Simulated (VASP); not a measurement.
# AlN (Fm-3m) in VASP: further runs, part 3 of 3

VASP 6.6.1. The steps go on from the part before.

## 4. Single point, PBE

The COD entry that gives the cell may itself be a prediction, so a difference from it is no test against experiment.

This run uses another cell than the first one, of 8.17 Å³/atom, 1.059 times its volume.

File INCAR:

```
SYSTEM = AlN
  ALGO = Normal
  EDIFF = 1E-6
  ENCUT = 600
  GGA = PE
  GGA_COMPAT = .FALSE.
  ISIF = 2
  ISMEAR = 0
  LASPH = .TRUE.
  LCHARG = .FALSE.
  LREAL = .FALSE.
  LWAVE = .FALSE.
  NBANDS = 11
  NELM = 120
  PREC = Accurate
  SIGMA = 0.01
```

File KPOINTS:

```
k-points
0
G
  7 7 7
  0 0 0
```

File POSCAR:

```
AlN
1.0
    0.0000000000      2.0139111608      2.0139111608
    2.0139111608      0.0000000000      2.0139111608
    2.0139111608      2.0139111608      0.0000000000
Al N
1 1
Direct
    0.0000000000      0.0000000000      0.0000000000
    0.5000000000      0.5000000000      0.5000000000
```

Potentials or basis: VASP PAW PBE potentials, release 64 (Al, N).

Started as:

```
$ cat potpaw_PBE.64/Al/POTCAR potpaw_PBE.64/N/POTCAR > POTCAR
$ mpirun -np 1 vasp_std > vasp.out
```

OUTCAR:

```text
SYSTEM = AlN
   EDIFF = 1E-6
   ENCUT = 600
   GGA = PE
   ISIF = 2
   ISMEAR = 0
   LASPH = .TRUE.
   LREAL = .FALSE.
   NELM = 120
   PREC = Accurate

 ion  position               nearest neighbor table
   1  0.000  0.000  0.000-   2 2.01   2 2.01   2 2.01   2 2.01   2 2.01   2 2.01
   2  0.500  0.500  0.500-   1 2.01   1 2.01   1 2.01   1 2.01   1 2.01   1 2.01

  LATTYP: Found a face centered cubic cell.
 ALAT       =     4.0278223216

  Lattice vectors:

 A1 = (   0.0000000000,   2.0139111608,   2.0139111608)
 A2 = (   2.0139111608,   0.0000000000,   2.0139111608)
 A3 = (   2.0139111608,   2.0139111608,   0.0000000000)

Analysis of symmetry for initial positions (statically):
=====================================================================
 Subroutine PRICEL returns:
 Original cell was already a primitive cell.

 Routine SETGRP: Setting up the symmetry group for a
 face centered cubic supercell.

 Subroutine GETGRP returns: Found 48 space group operations
 (whereof 48 operations were pure point group operations)
 out of a pool of 48 trial point group operations.

The static configuration has the point symmetry O_h .

Analysis of symmetry for dynamics (positions and initial velocities):
=====================================================================
 Subroutine PRICEL returns:
 Original cell was already a primitive cell.

 Routine SETGRP: Setting up the symmetry group for a
 face centered cubic supercell.

 Subroutine GETGRP returns: Found 48 space group operations
 (whereof 48 operations were pure point group operations)
 out of a pool of 48 trial point group operations.

The dynamic configuration has the point symmetry O_h .

 Subroutine INISYM returns: Found 48 space group operations
 (whereof 48 operations are pure point group operations),
 and found     1 'primitive' translations

----------------------------------------------------------------------------------------

                                     Primitive cell

  volume of cell :      16.3362

  direct lattice vectors                    reciprocal lattice vectors
     0.000000000  2.013911161  2.013911161    -0.248273116  0.248273116  0.248273116
     2.013911161  0.000000000  2.013911161     0.248273116 -0.248273116  0.248273116
     2.013911161  2.013911161  0.000000000     0.248273116  0.248273116 -0.248273116

  length of vectors
     2.848100477  2.848100477  2.848100477     0.430021652  0.430021652  0.430021652

  position of ions in fractional coordinates (direct lattice)
     0.000000000  0.000000000  0.000000000
     0.500000000  0.500000000  0.500000000

  ion indices of the primitive-cell ions
   primitive index   ion index
                 1           1
                 2           2

----------------------------------------------------------------------------------------

 KPOINTS: k-points

Automatic generation of k-mesh.
 Grid dimensions read from file:
 generate k-points for:    7    7    7

 Generating k-lattice:

  Cartesian coordinates                     Fractional coordinates (reciprocal lattice)
    -0.035467588  0.035467588  0.035467588     0.142857143  0.000000000  0.000000000
     0.035467588 -0.035467588  0.035467588     0.000000000  0.142857143  0.000000000
     0.035467588  0.035467588 -0.035467588     0.000000000  0.000000000  0.142857143

  Length of vectors
     0.061431665  0.061431665  0.061431665

  Shift w.r.t. Gamma in fractional coordinates (k-lattice)
     0.000000000  0.000000000  0.000000000

 Subroutine IBZKPT returns following result:
 ===========================================

 Found     20 irreducible k-points:

 Following reciprocal coordinates:
            Coordinates               Weight
  0.000000  0.000000  0.000000      1.000000
  0.142857  0.000000  0.000000      8.000000
  0.285714  0.000000  0.000000      8.000000
  0.428571  0.000000  0.000000      8.000000
  0.142857  0.142857  0.000000      6.000000
  0.285714  0.142857  0.000000     24.000000
[... 12 lines left out ...]
 -0.428571  0.428571  0.142857     24.000000
 -0.285714  0.428571  0.142857     24.000000
   k-points           NKPTS =     20   k-points in BZ     NKDIM =     20   number of bands    NBANDS=     11
   number of dos      NEDOS =    301   number of ions     NIONS =      2
   total plane-waves  NPLWV =  13824
   dimension x,y,z NGX =    24 NGY =   24 NGZ =   24
   dimension x,y,z NGXF=    48 NGYF=   48 NGZF=   48
   ions per type =               1   1
   NGX,Y,Z   is equivalent  to a cutoff of  14.01, 14.01, 14.01 a.u.
   NGXF,Y,Z  is equivalent  to a cutoff of  28.02, 28.02, 28.02 a.u.
 SYSTEM =  AlN
   PREC   = accura    normal or accurate (medium, high low for compatibility)
   ISTART =      0    job   : 0-new  1-cont  2-samecut
   ICHARG =      2    charge: 1-file 2-atom 10-const
   ISPIN  =      1    spin polarized calculation?
   LNONCOLLINEAR =      F non collinear calculations
   LSORBIT =      F    spin-orbit coupling
   LASPH  =      T    aspherical Exc in radial PAW
   ENCUT  =  600.0 eV  44.10 Ry    6.64 a.u.   5.69  5.69  5.69*2*pi/ulx,y,z
   NELM   =    120;   NELMIN=  2; NELMDL= -5     # of ELM steps
   EDIFF  = 0.1E-05   stopping-criterion for ELM
   LREAL  =      F    real-space projection
   EDIFFG = 0.1E-04   stopping-criterion for IOM
   NSW    =      0    number of steps for IOM
   IBRION =     -1    ionic relax: 0-MD 1-quasi-New 2-CG
   NFREE  =      0    steps in history (QN), initial steepest desc. (CG)
   ISIF   =      2    stress and relaxation
   ISYM   =      2    0-nonsym 1-usesym 2-fastsym
   POTIM  = 0.5000    time-step for ionic-motion
   TEBEG  =    0.0;   TEEND  =   0.0 temperature during run
   PSTRESS=    0.0 pullay stress
   NELECT =       8.0000    total number of electrons
   NUPDOWN=      -1.0000    fix difference up-down
   EMIN   =  10.00;   EMAX   =-10.00  energy-range for DOS
   EFERMI =   0.00;   METHOD = LEGACY
   ISMEAR =     0;   SIGMA  =   0.01  broadening in eV -4-tet -1-fermi 0-gaus
   EFERMI_NEDOS =   21; number of points for ismear=-14 and -15
   IALGO  =     38    algorithm
   IMIX   =      4    mixing-type and parameters
     AMIX     =   0.40;   BMIX     =  1.00
     AMIX_MAG =   1.60;   BMIX_MAG =  1.00
  volume/ion in A,a.u.               =       8.17        55.12
  Fermi-wavevector in a.u.,A,eV,Ry     =   1.290391  2.438485 22.655168  1.665108
  Thomas-Fermi vector in A             =   2.422225
   LORBIT       =      0    0 simple, 1 ext, 2 COOP (PROOUT), +10 PAW based schemes
   GGA     = PE    functional components
   LHFCALC =     F    Hartree Fock is set to
   AEXX    =    0.0000 exact exchange contribution
   IVDW    =     0    specifies the selected vdW correction
   LEPSILON=     F    determine dielectric tensor
   LRPA    =     F    only Hartree local field effects (RPA)
 non-spin polarized calculation
 Gauss-broadening in eV      SIGMA  =   0.01
  energy-cutoff  :      600.00
  volume of cell :       16.34
 maximum number of plane-waves:       556
   NGX = 11   NGY = 11   NGZ = 11

 number of electron       7.9999999 magnetization

 Free energy of the ion-electron system (eV)
  ---------------------------------------------------
  ext. energy  EPLUGINS =         0.00000000
  ---------------------------------------------------
  free energy    TOTEN  =       -14.53319006 eV

  energy without entropy =      -14.53319006  energy(sigma->0) =      -14.53319006

 E-fermi :  10.1590     XC(G=0): -12.3390

 val. band max:       10.1143862039   @ k =   0.0000   0.0000   0.0000
 cond. band min:      15.1513002436   @ k =   0.4286   0.4286   0.0000
 fundamental gap:      5.0369140397
 Fermi energy:        10.1589764983

 k-point     1 :       0.0000    0.0000    0.0000
  band No.  band energies     occupation
      1      -7.5442      2.00000
      2      10.1144      2.00000
      3      10.1144      2.00000
      4      10.1144      2.00000
      5      15.9596      0.00000
      6      22.3172      0.00000
      7      22.3172      0.00000
      8      22.3172      0.00000
      9      27.4890      0.00000
     10      27.9871      0.00000
     11      27.9871      0.00000
[... 253 lines left out ...]
 k-point    20 :      -0.2857    0.4286    0.1429
  band No.  band energies     occupation
      1      -3.1911      2.00000
      2       4.0507      2.00000
      3       4.3165      2.00000
      4       6.9500      2.00000
      5      17.7140      0.00000
      6      20.2319      0.00000
      7      21.8234      0.00000
      8      23.1813      0.00000
      9      28.3145      0.00000
     10      30.1957      0.00000
     11      36.0791      0.00000

------------------------ aborting loop because EDIFF is reached ----------------------------------------

  FORCE on cell =-STRESS in cart. coord.  units (eV):
  Direction    XX          YY          ZZ          XY          YZ          ZX
  --------------------------------------------------------------------------------------
  -------------------------------------------------------------------------------------
  Total        0.8191618      0.8191618      0.8191618     -0.0000000      0.0000000     -0.0000000
  in kB       80.3395423     80.3395423     80.3395423     -0.0000000      0.0000000     -0.0000000
  external PRESSURE =      80.3395423 kB  Pullay stress =       0.0000000 kB

 VOLUME and BASIS-vectors are now :
 -----------------------------------------------------------------------------
  energy-cutoff  :      600.00
  volume of cell :       16.34
      direct lattice vectors                 reciprocal lattice vectors
     0.000000000  2.013911161  2.013911161    -0.248273116  0.248273116  0.248273116
     2.013911161  0.000000000  2.013911161     0.248273116 -0.248273116  0.248273116
     2.013911161  2.013911161  0.000000000     0.248273116  0.248273116 -0.248273116

 POSITION                                       TOTAL-FORCE (eV/Angst)
 -----------------------------------------------------------------------------------
      0.00000      0.00000      0.00000         0.000000     -0.000000      0.000000
      2.01391      2.01391      2.01391        -0.000000      0.000000     -0.000000
 -----------------------------------------------------------------------------------
    total drift:                               -0.000000     -0.000000      0.000000

  FREE ENERGIE OF THE ION-ELECTRON SYSTEM (eV)
  ---------------------------------------------------
  free  energy   TOTEN  =       -14.5331900601 eV

  energy  without entropy=      -14.5331900601  energy(sigma->0) =      -14.53319006
```

OSZICAR:

```text
N       E                     dE             d eps       ncg     rms          rms(c)
DAV:   1     0.127266148662E+02    0.12727E+02   -0.42245E+03   448   0.704E+02
DAV:   2    -0.154536058372E+02   -0.28180E+02   -0.27013E+02   526   0.158E+02
DAV:   3    -0.162865523998E+02   -0.83295E+00   -0.83177E+00   534   0.252E+01
DAV:   4    -0.162896246555E+02   -0.30723E-02   -0.30720E-02   508   0.160E+00
DAV:   5    -0.162896502304E+02   -0.25575E-04   -0.25575E-04   518   0.144E-01    0.763E+00
DAV:   6    -0.145542723389E+02    0.17354E+01   -0.74466E+00   496   0.153E+01    0.269E+00
DAV:   7    -0.145386909065E+02    0.15581E-01   -0.18895E-01   490   0.317E+00    0.177E+00
DAV:   8    -0.145334582221E+02    0.52327E-02   -0.15635E-02   467   0.118E+00    0.336E-01
DAV:   9    -0.145331370679E+02    0.32115E-03   -0.13239E-03   517   0.233E-01    0.154E-01
DAV:  10    -0.145331970947E+02   -0.60027E-04   -0.14421E-04   497   0.869E-02    0.461E-02
DAV:  11    -0.145331903831E+02    0.67116E-05   -0.21264E-05   518   0.272E-02    0.823E-03
DAV:  12    -0.145331900601E+02    0.32306E-06   -0.82295E-07   250   0.777E-03
   1 F= -.14533190E+02 E0= -.14533190E+02  d E =-.114302E-12
```

stdout:

```text
POSCAR found type information on POSCAR AlN
 POSCAR found :  2 types and       2 ions
 scaLAPACK will be used
 LDA part: xc-table for (Slater+PW92), standard interpolation
 POSCAR, INCAR and KPOINTS ok, starting setup
 FFT: planning ... GRIDC
 FFT: planning ... GRID_SOFT
 FFT: planning ... GRID
 WAVECAR not read
 entering main loop
```

Wall time 4.4 s (1 thread of Intel Xeon Platinum 8559C (Emerald Rapids), shared host); peak memory 0.12 GiB.

What came out:

| Property | Result |
| --- | --- |
| Free energy | -14.5332 eV |
| Pressure | 8.0 GPa |
| Band gap on the k mesh | 5.04 eV, indirect (least direct gap 5.85 eV) |

Levels at points of the mesh, in eV from the valence-band top:
```csv
k point,band 2,band 3,band 4,band 5,band 6,band 7
"(0.00, 0.00, 0.00)",0.00,0.00,0.00,5.85,12.20,12.20
```

A k mesh can miss the band edges. PBE gaps usually lie below the measured ones, often by a third to a half.

## 5. Overview

| cell | gap on the mesh (eV) | pressure (GPa) |
| --- | --- | --- |
| a = 2.794 Å, angles 60.0°, 2 atoms | 5.37 | 26.4 |
| a = 2.821 Å, angles 60.0°, 2 atoms | 5.32 | 16.6 |
| a = 2.848 Å, angles 60.0°, 2 atoms | 5.04 | 8.0 |

Alike in all rows: task single point; level PBE; potentials or basis VASP PAW PBE potentials, release 64 (Al, N); no spin polarisation; k mesh 7 × 7 × 7; cutoff (eV) 600; smearing gaussian 0.01 eV.

Absolute energies hang on the potentials; compare differences alone.
